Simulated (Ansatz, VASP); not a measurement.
Ti2Co in VASP and in Ansatz

```
Ti Co
1.0
     0.00000    3.56444    3.56444
     3.56444    0.00000    3.56444
     3.56444    3.56444    0.00000
Ti Co
4 2
Direct
  0.12500 0.12500 0.12500
  0.62500 0.12500 0.12500
  0.12500 0.12500 0.62500
  0.12500 0.62500 0.12500
  0.50000 0.50000 0.50000
  0.75000 0.75000 0.75000
```

Alike in both runs: functional r2SCAN; k mesh 10 × 10 × 10; occupations gaussian, width 0.1 eV; collinear spin.

Ansatz relaxed the structure, and its values are those at the end. VASP's run is a single point on that final structure, the one shown.

```csv
,VASP,Ansatz
version,VASP 6.6.1,Ansatz 0.2.0
potentials or method,"VASP PAW PBE potentials, release 64 (Ti_sv, Co), cutoff 520 eV","scalar-relativistic, plane waves, PAW"
valence electrons in the cell,66,82
```

```csv
,VASP,Ansatz,Ansatz less VASP
gap on the k mesh at the Fermi level (eV),none,none,-
pressure (GPa),0.5,0.0,-0.50
net moment per atom (μB),0.80,0.81,+0.007
size of the moment on the site where the two differ most (μB),0.41,0.38,-0.039
```

VASP's potentials were made for PBE, not for r2SCAN. Site moments also hang on the region over which each program counts them. A gap of «none» marks a metal or a gap that the smearing closes. The functional is the same, so the differences come from potentials, cutoffs and numerics. VASP's potentials hold 66 valence electrons a cell and Ansatz's 82, so a difference there can come from the potentials and not from the codes.
